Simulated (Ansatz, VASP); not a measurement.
## Hf2N: VASP beside Ansatz

```
Hf N
1.0
     5.29554    0.00000    0.00000
     0.00000    5.29554    0.00000
     0.00000    0.00000    3.22745
Hf N
4 2
Direct
  0.29546 0.29546 0.00000
  0.70454 0.70454 0.00000
  0.79546 0.20454 0.50000
  0.20454 0.79546 0.50000
  0.00000 0.00000 0.00000
  0.50000 0.50000 0.50000
```

Alike in both runs: functional PBEsol; k mesh 8 × 8 × 12; occupations gaussian, width 0.1 eV; no spin polarisation.

Ansatz relaxed the structure, and its values are those at the end. VASP's run is a single point on that final structure, the one shown.

```csv
,VASP,Ansatz
version,VASP 6.6.1,Ansatz 0.2.0
potentials or method,"VASP PAW PBE potentials, release 64 (Hf_pv, N), cutoff 520 eV","scalar-relativistic, plane waves, PAW"
valence electrons in the cell,50,114
```

VASP gave:

- gap on the k mesh at the Fermi level (eV): none
- pressure (GPa): -1.0

Task: Estimate Ansatz's values.

Result: gap on the k mesh at the Fermi level (eV): none; pressure (GPa): 0.0.

VASP's potentials were made for PBE, not for PBEsol. A gap of «none» marks a metal or a gap that the smearing closes. VASP's potentials hold 50 valence electrons a cell and Ansatz's 114, so a difference there can come from the potentials and not from the codes.

Neither program's run includes spin-orbit coupling.
